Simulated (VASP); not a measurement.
# Hf (Fm-3m) in VASP: further runs

Hf is run at these levels: PBEsol; tasks: single point.

All numbers are computed with VASP 6.6.1; they aren't measurements. Logs are shortened: lines on timing, memory, paths and dates and some standing lists are left out, and cuts for length are marked.

### 1 The cell of the first run

Symmetry: Fm-3m, No. 225, cubic system. Conventional cell: a = 4.419 Å, b = 4.419 Å, c = 4.419 Å, α = 90.00°, β = 90.00°, γ = 90.00°. Hf (site symmetry m-3m) has 12 Hf at 3.12 Å within 4.1 Å.

### 2 Single point, PBEsol

File INCAR:

```
ALGO = Normal
EDIFF = 1E-6
ENCUT = 520
GGA = PS
ISIF = 2
ISMEAR = -1
LASPH = True
LCHARG = False
LREAL = False
LWAVE = False
NBANDS = 11
NELM = 60
PREC = Accurate
SIGMA = 0.1
```

File KPOINTS:

```
k-points
0
Gamma
  12 12 12
```

File POSCAR:

```
Hf
1.0
    0.0000000000      2.2096845531      2.2096845531
    2.2096845531      0.0000000000      2.2096845531
    2.2096845531      2.2096845531      0.0000000000
Hf
1
Direct
    0.0000000000      0.0000000000      0.0000000000
```

Potentials or basis: VASP PAW PBE potentials, release 64 (Hf_pv).

The run is started by

```sh
> cat potpaw_PBE.64/Hf_pv/POTCAR > POTCAR
> mpirun -np 1 vasp_std > vasp.out
```

OUTCAR:

```text
EDIFF = 1E-6
   ENCUT = 520
   GGA = PS
   ISIF = 2
   ISMEAR = -1
   LASPH = True
   LREAL = False
   NELM = 60
   PREC = Accurate

 ion  position               nearest neighbor table
   1  0.000  0.000  0.000-

  LATTYP: Found a face centered cubic cell.
 ALAT       =     4.4193691062

  Lattice vectors:

 A1 = (   0.0000000000,   2.2096845531,   2.2096845531)
 A2 = (   2.2096845531,   0.0000000000,   2.2096845531)
 A3 = (   2.2096845531,   2.2096845531,   0.0000000000)

Analysis of symmetry for initial positions (statically):
=====================================================================
 Subroutine PRICEL returns:
 Original cell was already a primitive cell.

 Routine SETGRP: Setting up the symmetry group for a
 face centered cubic supercell.

 Subroutine GETGRP returns: Found 48 space group operations
 (whereof 48 operations were pure point group operations)
 out of a pool of 48 trial point group operations.

The static configuration has the point symmetry O_h .

Analysis of symmetry for dynamics (positions and initial velocities):
=====================================================================
 Subroutine PRICEL returns:
 Original cell was already a primitive cell.

 Routine SETGRP: Setting up the symmetry group for a
 face centered cubic supercell.

 Subroutine GETGRP returns: Found 48 space group operations
 (whereof 48 operations were pure point group operations)
 out of a pool of 48 trial point group operations.

The dynamic configuration has the point symmetry O_h .

 Subroutine INISYM returns: Found 48 space group operations
 (whereof 48 operations are pure point group operations),
 and found     1 'primitive' translations

----------------------------------------------------------------------------------------

                                     Primitive cell

  volume of cell :      21.5785

  direct lattice vectors                    reciprocal lattice vectors
     0.000000000  2.209684553  2.209684553    -0.226276642  0.226276642  0.226276642
     2.209684553  0.000000000  2.209684553     0.226276642 -0.226276642  0.226276642
     2.209684553  2.209684553  0.000000000     0.226276642  0.226276642 -0.226276642

  length of vectors
     3.124965864  3.124965864  3.124965864     0.391922640  0.391922640  0.391922640

  position of ions in fractional coordinates (direct lattice)
     0.000000000  0.000000000  0.000000000

  ion indices of the primitive-cell ions
   primitive index   ion index
                 1           1

----------------------------------------------------------------------------------------

 KPOINTS: k-points

Automatic generation of k-mesh.
 Grid dimensions read from file:
 generate k-points for:   12   12   12

 Generating k-lattice:

  Cartesian coordinates                     Fractional coordinates (reciprocal lattice)
    -0.018856387  0.018856387  0.018856387     0.083333333  0.000000000  0.000000000
     0.018856387 -0.018856387  0.018856387     0.000000000  0.083333333  0.000000000
     0.018856387  0.018856387 -0.018856387     0.000000000  0.000000000  0.083333333

  Length of vectors
     0.032660220  0.032660220  0.032660220

  Shift w.r.t. Gamma in fractional coordinates (k-lattice)
     0.000000000  0.000000000  0.000000000

 Subroutine IBZKPT returns following result:
 ===========================================

 Found     72 irreducible k-points:

 Following reciprocal coordinates:
            Coordinates               Weight
  0.000000  0.000000  0.000000      1.000000
  0.083333  0.000000  0.000000      8.000000
  0.166667  0.000000  0.000000      8.000000
  0.250000  0.000000  0.000000      8.000000
  0.333333  0.000000  0.000000      8.000000
  0.416667  0.000000  0.000000      8.000000
[... 16 lines left out ...]
  0.500000  0.166667  0.000000     24.000000
 -0.416667  0.166667  0.000000     24.000000
 [... further k-points ...]
   k-points           NKPTS =     72   k-points in BZ     NKDIM =     72   number of bands    NBANDS=     11
   number of dos      NEDOS =    301   number of ions     NIONS =      1
   total plane-waves  NPLWV =  13824
   dimension x,y,z NGX =    24 NGY =   24 NGZ =   24
   dimension x,y,z NGXF=    48 NGYF=   48 NGZF=   48
   ions per type =               1
   NGX,Y,Z   is equivalent  to a cutoff of  12.77, 12.77, 12.77 a.u.
   NGXF,Y,Z  is equivalent  to a cutoff of  25.54, 25.54, 25.54 a.u.
 SYSTEM =  unknown system
   PREC   = accura    normal or accurate (medium, high low for compatibility)
   ISTART =      0    job   : 0-new  1-cont  2-samecut
   ICHARG =      2    charge: 1-file 2-atom 10-const
   ISPIN  =      1    spin polarized calculation?
   LNONCOLLINEAR =      F non collinear calculations
   LSORBIT =      F    spin-orbit coupling
   LASPH  =      T    aspherical Exc in radial PAW
   ENCUT  =  520.0 eV  38.22 Ry    6.18 a.u.   5.81  5.81  5.81*2*pi/ulx,y,z
   NELM   =     60;   NELMIN=  2; NELMDL= -5     # of ELM steps
   EDIFF  = 0.1E-05   stopping-criterion for ELM
   LREAL  =      F    real-space projection
   EDIFFG = 0.1E-04   stopping-criterion for IOM
   NSW    =      0    number of steps for IOM
   IBRION =     -1    ionic relax: 0-MD 1-quasi-New 2-CG
   NFREE  =      0    steps in history (QN), initial steepest desc. (CG)
   ISIF   =      2    stress and relaxation
   ISYM   =      2    0-nonsym 1-usesym 2-fastsym
   POTIM  = 0.5000    time-step for ionic-motion
   TEBEG  =    0.0;   TEEND  =   0.0 temperature during run
   PSTRESS=    0.0 pullay stress
   NELECT =      10.0000    total number of electrons
   NUPDOWN=      -1.0000    fix difference up-down
   EMIN   =  10.00;   EMAX   =-10.00  energy-range for DOS
   EFERMI =   0.00;   METHOD = LEGACY
   ISMEAR =    -1;   SIGMA  =   0.10  broadening in eV -4-tet -1-fermi 0-gaus
   EFERMI_NEDOS =   21; number of points for ismear=-14 and -15
   IALGO  =     38    algorithm
   IMIX   =      4    mixing-type and parameters
     AMIX     =   0.40;   BMIX     =  1.00
     AMIX_MAG =   1.60;   BMIX_MAG =  1.00
  volume/ion in A,a.u.               =      21.58       145.62
  Fermi-wavevector in a.u.,A,eV,Ry     =   1.266877  2.394051 21.837052  1.604978
  Thomas-Fermi vector in A             =   2.400055
   LORBIT       =      0    0 simple, 1 ext, 2 COOP (PROOUT), +10 PAW based schemes
   GGA     = PS    functional components
   LHFCALC =     F    Hartree Fock is set to
   AEXX    =    0.0000 exact exchange contribution
   IVDW    =     0    specifies the selected vdW correction
   LEPSILON=     F    determine dielectric tensor
   LRPA    =     F    only Hartree local field effects (RPA)
 non-spin polarized calculation
  energy-cutoff  :      520.00
  volume of cell :       21.58
 maximum number of plane-waves:       604
   NGX = 11   NGY = 11   NGZ = 11

 number of electron      10.0000001 magnetization

 Free energy of the ion-electron system (eV)
  ---------------------------------------------------
  ext. energy  EPLUGINS =         0.00000000
  ---------------------------------------------------
  free energy    TOTEN  =       -10.45731139 eV

  energy without entropy =      -10.41096435  energy(sigma->0) =      -10.43413787

 E-fermi :   4.8430     XC(G=0): -11.5589

 val. band max:        4.8287705150   @ k =  -0.3333   0.3333   0.1667
 cond. band min:       4.8434861675   @ k =   0.4167   0.0833   0.0000
 fundamental gap:      0.0147156525
 Fermi energy:         4.8429878596

 k-point     1 :       0.0000    0.0000    0.0000
  band No.  band energies     occupation
      1     -24.9955      2.00000
      2     -24.9955      2.00000
      3     -24.9955      2.00000
      4      -2.5068      2.00000
      5       6.2378      0.00000
      6       6.2378      0.00000
      7       6.2378      0.00000
      8       9.1540      0.00000
      9       9.1540      0.00000
     10      16.3218      0.00000
     11      18.0088      0.00000

 k-point     2 :       0.0833    0.0000    0.0000
  band No.  band energies     occupation
      1     -25.0619      2.00000
      2     -25.0038      2.00000
      3     -25.0038      2.00000
      4      -2.2539      2.00000
      5       5.9858      0.00002
      6       6.3570      0.00000
      7       6.3570      0.00000
      8       9.0232      0.00000
      9       9.0232      0.00000
     10      16.8769      0.00000
     11      18.0074      0.00000

 k-point     3 :       0.1667    0.0000    0.0000
  band No.  band energies     occupation
      1     -25.2395      2.00000
      2     -25.0264      2.00000
      3     -25.0264      2.00000
      4      -1.5475      2.00000
      5       5.4298      0.00564
      6       6.5937      0.00000
      7       6.5937      0.00000
      8       8.8505      0.00000
      9       8.8505      0.00000
     10      17.5512      0.00000
     11      18.0119      0.00000

 k-point     4 :       0.2500    0.0000    0.0000
  band No.  band energies     occupation
      1     -25.4741      2.00000
      2     -25.0571      2.00000
      3     -25.0571      2.00000
      4      -0.5581      2.00000
      5       4.9413      0.54447
      6       6.6042      0.00000
      7       6.6042      0.00000
      8       9.1437      0.00000
      9       9.1437      0.00000
     10      16.3963      0.00000
     11      18.0103      0.00000
[... 239 lines left out ...]
 k-point    22 :       0.4167    0.1667    0.0000
  band No.  band energies     occupation
      1     -25.7312      2.00000
      2     -25.2088      2.00000
      3     -25.1708      2.00000
      4       1.3776      2.00000
      5       4.1878      1.99715
      6       5.4257      0.00587
      7       7.1131      0.00000
      8      10.3086      0.00000
      9      11.2874      0.00000
     10      15.7325      0.00000
     11      18.0179      0.00000

 k-point    23 :       0.5000    0.1667    0.0000
  band No.  band energies     occupation
      1     -25.8259      2.00000
      2     -25.2580      2.00000
      3     -25.1707      2.00000
      4       1.8487      2.00000
      5       4.3107      1.99029
      6       5.5072      0.00261
      7       6.8640      0.00000
      8      11.4869      0.00000
      9      11.6499      0.00000
     10      14.1689      0.00000
     11      18.0124      0.00000

 k-point    24 :      -0.4167    0.1667    0.0000
  band No.  band energies     occupation
      1     -25.8337      2.00000
      2     -25.2886      2.00000
      3     -25.1516      2.00000
      4       1.9500      2.00000
      5       4.4284      1.96884
      6       5.5415      0.00185
      7       6.7521      0.00000
      8      10.7910      0.00000
      9      12.2348      0.00000
     10      14.2115      0.00000
     11      18.0319      0.00000

 [... further k-points ...]
[... 5 lines left out ...]
  --------------------------------------------------------------------------------------
  -------------------------------------------------------------------------------------
  Total       -0.0533637     -0.0533637     -0.0533637     -0.0000000      0.0000000      0.0000000
  in kB       -3.9621952     -3.9621952     -3.9621952     -0.0000000      0.0000000      0.0000000
  external PRESSURE =      -3.9621952 kB  Pullay stress =       0.0000000 kB

 VOLUME and BASIS-vectors are now :
 -----------------------------------------------------------------------------
  energy-cutoff  :      520.00
  volume of cell :       21.58
      direct lattice vectors                 reciprocal lattice vectors
     0.000000000  2.209684553  2.209684553    -0.226276642  0.226276642  0.226276642
     2.209684553  0.000000000  2.209684553     0.226276642 -0.226276642  0.226276642
     2.209684553  2.209684553  0.000000000     0.226276642  0.226276642 -0.226276642

 POSITION                                       TOTAL-FORCE (eV/Angst)
 -----------------------------------------------------------------------------------
      0.00000      0.00000      0.00000         0.000000     -0.000000     -0.000000
 -----------------------------------------------------------------------------------
    total drift:                               -0.000000     -0.000000     -0.000000

  FREE ENERGIE OF THE ION-ELECTRON SYSTEM (eV)
  ---------------------------------------------------
  free  energy   TOTEN  =       -10.4573113930 eV

  energy  without entropy=      -10.4109643488  energy(sigma->0) =      -10.43413787
```

It took 8.8 s on 1 thread of Intel Xeon 6975P-C, shared host; peak memory 0.15 GiB.

Results:

```
Free energy            : -10.4573 eV
Pressure               : -0.4 GPa
Band gap on the k mesh : zero (band 5 reaches 6.24 eV, above the bottom of band 6 at 4.44 eV)
```

Levels at points of the mesh, in eV from the Fermi level:
```tsv
k point	band 3	band 4	band 5	band 6	band 7	band 8
(0.00, 0.00, 0.00)	-29.84	-7.35	1.39	1.39	1.39	4.31
(0.50, 0.00, 0.00)	-29.96	-3.76	0.72	1.16	1.16	6.55
(0.50, 0.50, 0.00)	-30.17	-3.42	-2.27	2.73	6.56	7.22
```

Caveat: the PAW data sets were made with another functional, which shifts forces and pressure a little; spin-orbit coupling is left out, which moves the levels of the heavy elements.

(Part 1 of 2 ends here.)
